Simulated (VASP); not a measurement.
# BiRu (rocksalt type) (Fm-3m) in VASP: further runs, part 2 of 2

VASP 6.6.1. The steps go on from the part before.

### Step 3. Single point, LDA (13.97 Å³/atom)

This run uses another cell than the first one, of 13.97 Å³/atom.

Contents of INCAR:

```
SYSTEM = BiRu
ALGO = Normal
EDIFF = 1E-6
ENCUT = 520
ISIF = 2
ISMEAR = -1
LASPH = .True.
LCHARG = .True.
LELF = .True.
LREAL = .False.
LVHAR = .True.
LWAVE = .False.
NBANDS = 22
NELM = 80
PREC = Accurate
SIGMA = 0.08
```

Contents of KPOINTS:

```
k-points
0
Gamma
  13 13 13
  0 0 0
```

Contents of POSCAR:

```
BiRu
1.0
    0.0000000000      2.4084766004      2.4084766004
    2.4084766004      0.0000000000      2.4084766004
    2.4084766004      2.4084766004      0.0000000000
Ru Bi
1 1
Direct
    0.0000000000      0.0000000000      0.0000000000
    0.5000000000      0.5000000000      0.5000000000
```

Potentials or basis: VASP PAW LDA potentials, release 64 (Ru_pv, Bi_d).

Started as:

```sh
$ cat potpaw_LDA.64/Ru_pv/POTCAR potpaw_LDA.64/Bi_d/POTCAR > POTCAR
$ mpirun -np 1 vasp_std > vasp.out
```

OUTCAR:

```text
SYSTEM = BiRu
   EDIFF = 1E-6
   ENCUT = 520
   ISIF = 2
   ISMEAR = -1
   LASPH = .True.
   LREAL = .False.
   NELM = 80
   PREC = Accurate

 ion  position               nearest neighbor table
   1  0.000  0.000  0.000-   2 2.41   2 2.41   2 2.41   2 2.41   2 2.41   2 2.41
   2  0.500  0.500  0.500-   1 2.41   1 2.41   1 2.41   1 2.41   1 2.41   1 2.41

  LATTYP: Found a face centered cubic cell.
 ALAT       =     4.8169532008

  Lattice vectors:

 A1 = (   0.0000000000,   2.4084766004,   2.4084766004)
 A2 = (   2.4084766004,   0.0000000000,   2.4084766004)
 A3 = (   2.4084766004,   2.4084766004,   0.0000000000)

Analysis of symmetry for initial positions (statically):
=====================================================================
 Subroutine PRICEL returns:
 Original cell was already a primitive cell.

 Routine SETGRP: Setting up the symmetry group for a
 face centered cubic supercell.

 Subroutine GETGRP returns: Found 48 space group operations
 (whereof 48 operations were pure point group operations)
 out of a pool of 48 trial point group operations.

The static configuration has the point symmetry O_h .

Analysis of symmetry for dynamics (positions and initial velocities):
=====================================================================
 Subroutine PRICEL returns:
 Original cell was already a primitive cell.

 Routine SETGRP: Setting up the symmetry group for a
 face centered cubic supercell.

 Subroutine GETGRP returns: Found 48 space group operations
 (whereof 48 operations were pure point group operations)
 out of a pool of 48 trial point group operations.

The dynamic configuration has the point symmetry O_h .

 Subroutine INISYM returns: Found 48 space group operations
 (whereof 48 operations are pure point group operations),
 and found     1 'primitive' translations

----------------------------------------------------------------------------------------

                                     Primitive cell

  volume of cell :      27.9420

  direct lattice vectors                    reciprocal lattice vectors
     0.000000000  2.408476600  2.408476600    -0.207600107  0.207600107  0.207600107
     2.408476600  0.000000000  2.408476600     0.207600107 -0.207600107  0.207600107
     2.408476600  2.408476600  0.000000000     0.207600107  0.207600107 -0.207600107

  length of vectors
     3.406100273  3.406100273  3.406100273     0.359573933  0.359573933  0.359573933

  position of ions in fractional coordinates (direct lattice)
     0.000000000  0.000000000  0.000000000
     0.500000000  0.500000000  0.500000000

  ion indices of the primitive-cell ions
   primitive index   ion index
                 1           1
                 2           2

----------------------------------------------------------------------------------------

 KPOINTS: k-points

Automatic generation of k-mesh.
 Grid dimensions read from file:
 generate k-points for:   13   13   13

 Generating k-lattice:

  Cartesian coordinates                     Fractional coordinates (reciprocal lattice)
    -0.015969239  0.015969239  0.015969239     0.076923077  0.000000000  0.000000000
     0.015969239 -0.015969239  0.015969239     0.000000000  0.076923077  0.000000000
     0.015969239  0.015969239 -0.015969239     0.000000000  0.000000000  0.076923077

  Length of vectors
     0.027659533  0.027659533  0.027659533

  Shift w.r.t. Gamma in fractional coordinates (k-lattice)
     0.000000000  0.000000000  0.000000000

 Subroutine IBZKPT returns following result:
 ===========================================

 Found     84 irreducible k-points:

 Following reciprocal coordinates:
            Coordinates               Weight
  0.000000  0.000000  0.000000      1.000000
  0.076923  0.000000  0.000000      8.000000
  0.153846  0.000000  0.000000      8.000000
  0.230769  0.000000  0.000000      8.000000
  0.307692  0.000000  0.000000      8.000000
  0.384615  0.000000  0.000000      8.000000
[... 16 lines left out ...]
  0.384615  0.153846  0.000000     24.000000
  0.461538  0.153846  0.000000     24.000000
 [... further k-points ...]
   k-points           NKPTS =     84   k-points in BZ     NKDIM =     84   number of bands    NBANDS=     22
   number of dos      NEDOS =    301   number of ions     NIONS =      2
   total plane-waves  NPLWV =  21952
   dimension x,y,z NGX =    28 NGY =   28 NGZ =   28
   dimension x,y,z NGXF=    56 NGYF=   56 NGZF=   56
   ions per type =               1   1
   NGX,Y,Z   is equivalent  to a cutoff of  13.67, 13.67, 13.67 a.u.
   NGXF,Y,Z  is equivalent  to a cutoff of  27.33, 27.33, 27.33 a.u.
 SYSTEM =  BiRu
   PREC   = accura    normal or accurate (medium, high low for compatibility)
   ISTART =      0    job   : 0-new  1-cont  2-samecut
   ICHARG =      2    charge: 1-file 2-atom 10-const
   ISPIN  =      1    spin polarized calculation?
   LNONCOLLINEAR =      F non collinear calculations
   LSORBIT =      F    spin-orbit coupling
   LASPH  =      T    aspherical Exc in radial PAW
   ENCUT  =  520.0 eV  38.22 Ry    6.18 a.u.   6.33  6.33  6.33*2*pi/ulx,y,z
   NELM   =     80;   NELMIN=  2; NELMDL= -5     # of ELM steps
   EDIFF  = 0.1E-05   stopping-criterion for ELM
   LREAL  =      F    real-space projection
   EDIFFG = 0.1E-04   stopping-criterion for IOM
   NSW    =      0    number of steps for IOM
   IBRION =     -1    ionic relax: 0-MD 1-quasi-New 2-CG
   NFREE  =      0    steps in history (QN), initial steepest desc. (CG)
   ISIF   =      2    stress and relaxation
   ISYM   =      2    0-nonsym 1-usesym 2-fastsym
   POTIM  = 0.5000    time-step for ionic-motion
   TEBEG  =    0.0;   TEEND  =   0.0 temperature during run
   PSTRESS=    0.0 pullay stress
   NELECT =      29.0000    total number of electrons
   NUPDOWN=      -1.0000    fix difference up-down
   EMIN   =  10.00;   EMAX   =-10.00  energy-range for DOS
   EFERMI =   0.00;   METHOD = LEGACY
   ISMEAR =    -1;   SIGMA  =   0.08  broadening in eV -4-tet -1-fermi 0-gaus
   EFERMI_NEDOS =   21; number of points for ismear=-14 and -15
   IALGO  =     38    algorithm
   IMIX   =      4    mixing-type and parameters
     AMIX     =   0.40;   BMIX     =  1.00
     AMIX_MAG =   1.60;   BMIX_MAG =  1.00
  volume/ion in A,a.u.               =      13.97        94.28
  Fermi-wavevector in a.u.,A,eV,Ry     =   1.657506  3.132232 37.379634  2.747326
  Thomas-Fermi vector in A             =   2.745247
   LORBIT       =      0    0 simple, 1 ext, 2 COOP (PROOUT), +10 PAW based schemes
   GGA     = CA    functional components
   LHFCALC =     F    Hartree Fock is set to
   AEXX    =    0.0000 exact exchange contribution
   IVDW    =     0    specifies the selected vdW correction
   LEPSILON=     F    determine dielectric tensor
   LRPA    =     F    only Hartree local field effects (RPA)
 non-spin polarized calculation
  energy-cutoff  :      520.00
  volume of cell :       27.94
 maximum number of plane-waves:       769
 NGX is ok and might be reduce to    28
   NGX = 13   NGY = 13   NGZ = 13

 number of electron      29.0000001 magnetization

 Free energy of the ion-electron system (eV)
  ---------------------------------------------------
  ext. energy  EPLUGINS =         0.00000000
  ---------------------------------------------------
  free energy    TOTEN  =       -10.50097932 eV

  energy without entropy =      -10.48470598  energy(sigma->0) =      -10.49284265

 E-fermi :  17.0782     XC(G=0): -14.4024

 val. band max:       17.0594215065   @ k =  -0.3077   0.2308   0.0769
 cond. band min:      17.1318447828   @ k =  -0.3077   0.0769   0.0000
 fundamental gap:      0.0724232763
 Fermi energy:        17.0781947915

 k-point     1 :       0.0000    0.0000    0.0000
  band No.  band energies     occupation
      1     -25.3342      2.00000
      2     -25.3342      2.00000
      3     -25.3342      2.00000
      4      -7.2308      2.00000
      5      -7.2308      2.00000
      6      -6.9745      2.00000
[... 14 lines left out ...]
     21      30.5135      0.00000
     22      30.5135      0.00000
[... 552 lines left out ...]
  band No.  band energies     occupation
      1     -25.4762      2.00000
      2     -25.4012      2.00000
      3     -25.3903      2.00000
      4      -6.9481      2.00000
      5      -6.9459      2.00000
      6      -6.8888      2.00000
[... 14 lines left out ...]
     21      29.1951      0.00000
     22      30.4723      0.00000

 [... further k-points ...]

------------------------ aborting loop because EDIFF is reached ----------------------------------------

  FORCE on cell =-STRESS in cart. coord.  units (eV):
  Direction    XX          YY          ZZ          XY          YZ          ZX
  --------------------------------------------------------------------------------------
  -------------------------------------------------------------------------------------
  Total       21.5441320     21.5441320     21.5441320      0.0000000      0.0000000      0.0000000
  in kB     1235.3280272   1235.3280272   1235.3280272      0.0000000      0.0000000      0.0000000
  external PRESSURE =    1235.3280272 kB  Pullay stress =       0.0000000 kB

 VOLUME and BASIS-vectors are now :
 -----------------------------------------------------------------------------
  energy-cutoff  :      520.00
  volume of cell :       27.94
      direct lattice vectors                 reciprocal lattice vectors
     0.000000000  2.408476600  2.408476600    -0.207600107  0.207600107  0.207600107
     2.408476600  0.000000000  2.408476600     0.207600107 -0.207600107  0.207600107
     2.408476600  2.408476600  0.000000000     0.207600107  0.207600107 -0.207600107

 POSITION                                       TOTAL-FORCE (eV/Angst)
 -----------------------------------------------------------------------------------
      0.00000      0.00000      0.00000        -0.000000      0.000000     -0.000000
      2.40848      2.40848      2.40848         0.000000     -0.000000      0.000000
 -----------------------------------------------------------------------------------
    total drift:                                0.000000      0.000000      0.000000

  FREE ENERGIE OF THE ION-ELECTRON SYSTEM (eV)
  ---------------------------------------------------
  free  energy   TOTEN  =       -10.5009793162 eV

  energy  without entropy=      -10.4847059754  energy(sigma->0) =      -10.49284265
```

OSZICAR:

```text
N       E                     dE             d eps       ncg     rms          rms(c)
DAV:   1     0.305476117975E+03    0.30548E+03   -0.15620E+04  3760   0.179E+03
DAV:   2     0.516262883364E+01   -0.30031E+03   -0.28977E+03  3756   0.478E+02
DAV:   3    -0.104529894795E+02   -0.15616E+02   -0.15437E+02  4430   0.113E+02
DAV:   4    -0.107870598073E+02   -0.33407E+00   -0.33370E+00  4504   0.165E+01
DAV:   5    -0.107964348139E+02   -0.93750E-02   -0.93744E-02  4584   0.281E+00    0.208E+01
DAV:   6    -0.105830259761E+02    0.21341E+00   -0.26269E-01  5000   0.702E+00    0.134E+01
DAV:   7    -0.105070298542E+02    0.75996E-01   -0.14479E-01  4994   0.439E+00    0.504E-01
DAV:   8    -0.105015711122E+02    0.54587E-02   -0.22288E-02  4278   0.133E+00    0.188E-01
DAV:   9    -0.105009848352E+02    0.58628E-03   -0.16629E-03  5140   0.604E-01    0.200E-02
DAV:  10    -0.105009803137E+02    0.45216E-05   -0.44480E-05  4332   0.582E-02    0.940E-03
DAV:  11    -0.105009792779E+02    0.10358E-05   -0.17814E-06  3592   0.168E-02    0.401E-03
DAV:  12    -0.105009793162E+02   -0.38296E-07   -0.39519E-07  2502   0.778E-03
   1 F= -.10500979E+02 E0= -.10492843E+02  d E =-.162733E-01
```

It took 62 s on 1 thread of AMD EPYC 7R43 (Zen 3), shared host; peak memory 0.13 GiB.

Results:

| Quantity | Value |
| --- | --- |
| Free energy | -10.5010 eV |
| Pressure | 123.5 GPa |
| Band gap on the k mesh | zero (an odd number of electrons rules out a gap without spin polarisation) |

Caveat: the cell stands under pressure; spin-orbit coupling is left out, which moves the levels of the heavy elements.

### Step 4. Single point, LDA (15.97 Å³/atom)

This run uses another cell than the first one, of 15.97 Å³/atom.

Contents of INCAR:

```
ALGO     = Normal         # electronic algorithm
EDIFF    = 1E-6           # SCF threshold, eV
ENCUT    = 520            # plane-wave cutoff, eV
GGA      = CA             # functional
ISIF     = 2              # what is computed and relaxed
ISMEAR   = -1             # smearing method
LASPH    = T              # aspherical terms in the spheres
LCHARG   = F              # write CHGCAR
LREAL    = F              # projectors in reciprocal space
LWAVE    = F              # write WAVECAR
NBANDS   = 22             # bands
NELM     = 60             # most SCF steps
PREC     = Accurate       # precision mode
SIGMA    = 0.08           # smearing width, eV
```

Contents of KPOINTS:

```
k-points
0
Gamma
  13 13 13
```

Contents of POSCAR:

```
BiRu
1.0
    0.0000000000      2.5181006218      2.5181006218
    2.5181006218      0.0000000000      2.5181006218
    2.5181006218      2.5181006218      0.0000000000
Ru Bi
1 1
Direct
    0.0000000000      0.0000000000      0.0000000000
    0.5000000000      0.5000000000      0.5000000000
```

Potentials or basis: VASP PAW LDA potentials, release 64 (Ru_pv, Bi_d).

Started as:

```sh
$ cat potpaw_LDA.64/Ru_pv/POTCAR potpaw_LDA.64/Bi_d/POTCAR > POTCAR
$ mpirun -np 1 vasp_std > vasp.out
```

OUTCAR:

```text
EDIFF = 1E-6
   ENCUT = 520
   GGA = CA
   ISIF = 2
   ISMEAR = -1
   LASPH = T
   LREAL = F
   NELM = 60
   PREC = Accurate

 ion  position               nearest neighbor table
   1  0.000  0.000  0.000-   2 2.52   2 2.52   2 2.52   2 2.52   2 2.52   2 2.52
   2  0.500  0.500  0.500-   1 2.52   1 2.52   1 2.52   1 2.52   1 2.52   1 2.52

  LATTYP: Found a face centered cubic cell.
 ALAT       =     5.0362012436

  Lattice vectors:

[... 783 lines left out ...]

 [... further k-points ...]

------------------------ aborting loop because EDIFF is reached ----------------------------------------

  FORCE on cell =-STRESS in cart. coord.  units (eV):
  Direction    XX          YY          ZZ          XY          YZ          ZX
  --------------------------------------------------------------------------------------
  -------------------------------------------------------------------------------------
  Total       11.1144868     11.1144868     11.1144868      0.0000000     -0.0000000      0.0000000
  in kB      557.6359432    557.6359432    557.6359432      0.0000000     -0.0000000      0.0000000
  external PRESSURE =     557.6359432 kB  Pullay stress =       0.0000000 kB

 VOLUME and BASIS-vectors are now :
 -----------------------------------------------------------------------------
  energy-cutoff  :      520.00
  volume of cell :       31.93
      direct lattice vectors                 reciprocal lattice vectors
     0.000000000  2.518100622  2.518100622    -0.198562359  0.198562359  0.198562359
     2.518100622  0.000000000  2.518100622     0.198562359 -0.198562359  0.198562359
     2.518100622  2.518100622  0.000000000     0.198562359  0.198562359 -0.198562359

 POSITION                                       TOTAL-FORCE (eV/Angst)
 -----------------------------------------------------------------------------------
      0.00000      0.00000      0.00000        -0.000000      0.000000     -0.000000
      2.51810      2.51810      2.51810         0.000000     -0.000000      0.000000
 -----------------------------------------------------------------------------------
    total drift:                                0.000000      0.000000      0.000000

  FREE ENERGIE OF THE ION-ELECTRON SYSTEM (eV)
  ---------------------------------------------------
  free  energy   TOTEN  =       -12.6481175814 eV

  energy  without entropy=      -12.6234392434  energy(sigma->0) =      -12.63577841
```

stdout:

```text
POSCAR found type information on POSCAR RuBi
 POSCAR found :  2 types and       2 ions
 scaLAPACK will be used
 LDA part: xc-table for (Slater(with rela. corr.)+CA(PZ))
 , standard interpolation
 POSCAR, INCAR and KPOINTS ok, starting setup
 FFT: planning ... GRIDC
 FFT: planning ... GRID_SOFT
 FFT: planning ... GRID
 WAVECAR not read
 entering main loop
```

Wall time 64 s (1 thread of AMD EPYC 7R43 (Zen 3), shared host); peak memory 0.14 GiB.

Results:

| Item | Value |
| --- | --- |
| Free energy | -12.6481 eV |
| Pressure | 55.8 GPa |
| Band gap on the k mesh | zero (an odd number of electrons rules out a gap without spin polarisation) |

Levels at points of the mesh, in eV from the Fermi level:
```csv
k point,band 11,band 12,band 13,band 14,band 15,band 16,band 17,band 18
"(0.00, 0.00, 0.00)",-2.46,-2.46,-1.67,-1.67,2.93,2.93,2.93,6.42
```

Caveat: the cell stands under pressure; spin-orbit coupling is left out, which moves the levels of the heavy elements.

### Step 5. Overview

```tsv
cell	gap on the mesh (eV)	pressure (GPa)
a = 3.045 Å, angles 60.0°, 2 atoms	none	538.2
a = 3.406 Å, angles 60.0°, 2 atoms	none	123.5
a = 3.561 Å, angles 60.0°, 2 atoms	none	55.8
```

Alike in all rows: task single point; level LDA; potentials or basis VASP PAW LDA potentials, release 64 (Ru_pv, Bi_d); no spin polarisation; k mesh 13 × 13 × 13; cutoff (eV) 520; smearing fermi-dirac 0.08 eV.

Caveats: the cell stands under pressure; spin-orbit coupling is left out, which moves the levels of the heavy elements.

Total energies depend on the potentials used, so only differences within one code and one set of settings carry meaning.

The gap in the log of VASP goes by the Fermi energy; the results here count the filled bands.